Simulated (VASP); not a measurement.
Al3GaN4: single point with PBEsol

The system is Al3GaN4.

```
Al Ga N
1.0
     4.66920    0.00000    0.00000
     0.00000    4.66920    0.00000
     0.00000    0.00000    4.13551
Al Ga N
3 1 4
Direct
  0.50000 0.50000 0.00000
  0.50000 0.00000 0.50000
  0.00000 0.50000 0.50000
  0.00000 0.00000 0.00000
  0.74471 0.74471 0.25529
  0.74471 0.25529 0.74471
  0.25529 0.74471 0.74471
  0.25529 0.25529 0.25529
```

```json
{
 "Program": "VASP 6.6.1",
 "Task": "single point",
 "Functional": "PBEsol",
 "Potentials or basis": "VASP PAW PBE potentials, release 64 (Al, Ga_d, N)",
 "Cutoff": "520 eV",
 "k mesh": "6 × 6 × 6",
 "Occupations": "gaussian, width 0.05 eV",
 "Spin": "no spin polarisation",
 "Dipole correction": "no",
 "Further INCAR settings": "ALGO = Normal; EDIFF = 1e-07; NBANDS = 31"
}
```

```json
{
 "Pressure": "-10.3 GPa",
 "Largest force": "0.119 eV/Å",
 "Band gap on the k mesh": "2.68 eV"
}
```

Forces in eV/Å, atoms in the order of the input:
```
Al   0.000  0.000  0.000
Al   0.000  0.000  0.000
Al   0.000  0.000  0.000
Ga   0.000  0.000  0.000
N    0.055  0.055  0.090
N    0.055 -0.055 -0.090
N   -0.055  0.055 -0.090
N   -0.055 -0.055  0.090
```

Stress tensor (GPa, compression positive):
```
-14.26   0.00   0.00
  0.00 -14.26   0.00
  0.00   0.00  -2.50
```

Levels at points of the mesh, in eV from the valence-band top:
```tsv
k point	band 19	band 20	band 21	band 22	band 23	band 24
(0.00, 0.00, 0.00)	-0.41	-0.41	0.00	2.68	2.75	3.25
(0.50, 0.00, 0.00)	-1.14	-1.03	-0.89	4.87	4.88	5.30
(0.50, 0.50, 0.00)	-1.32	-1.32	-1.25	6.16	6.62	6.62
(0.00, 0.00, 0.50)	-1.82	-1.58	-1.58	5.33	5.43	6.46
(0.50, 0.00, 0.50)	-0.71	-0.67	-0.53	6.42	7.12	7.21
(0.50, 0.50, 0.50)	-0.54	-0.51	-0.19	4.43	5.80	5.80
```

Wall time 2.1 min on 1 thread of Intel Xeon 8259CL (shared host), peak memory 0.25 GiB.

Caveat: the cell stands under tension; the PAW data sets were made with another functional, which shifts forces and pressure a little.
